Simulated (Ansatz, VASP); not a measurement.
# One calculation of Sc5Al, two programs

```
CELL_PARAMETERS angstrom
5.59123 0.00000 0.00000
-2.79562 4.84215 0.00000
0.00000 0.00000 5.06475
ATOMIC_POSITIONS crystal
Sc 0.00000 0.68504 0.00000
Sc 0.68504 0.00000 0.00000
Sc 0.31496 0.31496 0.00000
Sc 0.33333 0.66667 0.50000
Sc 0.66667 0.33333 0.50000
Al 0.00000 0.00000 0.50000
```

Alike in both runs: functional PBE; k mesh 12 × 12 × 8; occupations gaussian, width 0.1 eV; no spin polarisation.

Ansatz relaxed the structure, and its values are those at the end. VASP's run is a single point on that final structure, the one shown.

|  | VASP | Ansatz |
| --- | --- | --- |
| version | VASP 6.6.1 | Ansatz 0.2.0 |
| potentials or method | VASP PAW PBE potentials, release 64 (Sc_sv, Al), cutoff 520 eV | scalar-relativistic, plane waves, PAW |
| valence electrons in the cell | 58 | 58 |

```csv
,VASP,Ansatz,Ansatz less VASP
gap on the k mesh at the Fermi level (eV),none,none,-
pressure (GPa),0.0,0.0,-0.04
```

A gap of «none» marks a metal or a gap that the smearing closes. The functional is the same, so the differences come from potentials, cutoffs and numerics.
